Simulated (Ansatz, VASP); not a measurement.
**MgO in VASP and in Ansatz**

INCAR

```
PREC     = Accurate       # precision mode
ENCUT    = 520            # plane-wave cutoff, eV
EDIFF    = 1E-6           # SCF threshold, eV
ISMEAR   = 0              # smearing method
SIGMA    = 0.05           # smearing width, eV
LREAL    = False          # projectors in reciprocal space
LASPH    = True           # aspherical terms in the spheres
NELM     = 100            # most SCF steps
ALGO     = Normal         # electronic algorithm
ISIF     = 2              # what is computed and relaxed
LWAVE    = False          # write WAVECAR
LCHARG   = False          # write CHGCAR
GGA      = CA             # functional
NBANDS   = 36             # bands
```

KPOINTS

```
Automatic mesh
0
Gamma
  9 9 2
```

POSCAR

```
MgO
1.0
    2.1351500000     -2.1351500000      0.0000000000
    2.1351500000      0.0000000000     -2.1351500000
    8.5406000000      8.5406000000      8.5406000000
Mg O
6 6
Direct
    0.6666666667      0.6666666667      0.1666666667
    0.0000000000      0.0000000000      0.0000000000
    0.3333333333      0.3333333333      0.3333333333
    0.6666666667      0.6666666667      0.6666666667
    0.0000000000      0.0000000000      0.5000000000
    0.3333333333      0.3333333333      0.8333333333
    0.6666666667      0.6666666667      0.4166666667
    0.0000000000      0.0000000000      0.2500000000
    0.3333333333      0.3333333333      0.5833333333
    0.6666666667      0.6666666667      0.9166666667
    1.0000000000      1.0000000000      0.7500000000
    0.3333333333      0.3333333333      0.0833333333
```

Input for Ansatz:

```yaml
crystal:
  lattice:
    - [2.13515, -2.13515, 0.0]
    - [2.13515, 0.0, -2.13515]
    - [8.5406, 8.5406, 8.5406]
  atoms:
    - { symbol: Mg, position: [0.6666666667, 0.6666666667, 0.1666666667] }
    - { symbol: Mg, position: [0.0, 0.0, 0.0] }
    - { symbol: Mg, position: [0.3333333333, 0.3333333333, 0.3333333333] }
    - { symbol: Mg, position: [0.6666666667, 0.6666666667, 0.6666666667] }
    - { symbol: Mg, position: [0.0, 0.0, 0.5] }
    - { symbol: Mg, position: [0.3333333333, 0.3333333333, 0.8333333333] }
    - { symbol: O, position: [0.6666666667, 0.6666666667, 0.4166666667] }
    - { symbol: O, position: [0.0, 0.0, 0.25] }
    - { symbol: O, position: [0.3333333333, 0.3333333333, 0.5833333333] }
    - { symbol: O, position: [0.6666666667, 0.6666666667, 0.9166666667] }
    - { symbol: O, position: [1.0, 1.0, 0.75] }
    - { symbol: O, position: [0.3333333333, 0.3333333333, 0.0833333333] }
basis:
  ecutwfc: 420
kpoints:
  mp_grid: { grid: [9, 9, 2] }
hamiltonian:
  xc: lda
scf:
  occupations: { method: gaussian, width: 0.05 }
output:
  forces: true
  stress: true
  eigenvalues: true
  write_density: true
  write_potential: true
  elf: true
  volumetric_format: npy
```

Alike in both runs: task single point; functional LDA; k mesh 9 × 9 × 2; occupations gaussian, width 0.05 eV; no spin polarisation.

```csv
,VASP,Ansatz
version,VASP 6.6.1,Ansatz 0.2.0
potentials or method,"VASP PAW LDA potentials, release 64 (Mg, O), cutoff 520 eV","scalar-relativistic, plane waves, PAW"
valence electrons in the cell,48,96
```

|  | VASP | Ansatz | Ansatz less VASP |
| --- | --- | --- | --- |
| gap on the k mesh at the Fermi level (eV) | 4.27 | 4.27 | 0.000 |
| least direct gap on the mesh (eV) | 4.27 | 4.27 | 0.000 |
| pressure (GPa) | -13.2 | -11.6 | +1.66 |

LDA's correlation is that of Perdew and Zunger in VASP and of Perdew and Wang (1992) in Ansatz. VASP's potentials hold 48 valence electrons a cell and Ansatz's 96, so a difference there can come from the potentials and not from the codes.
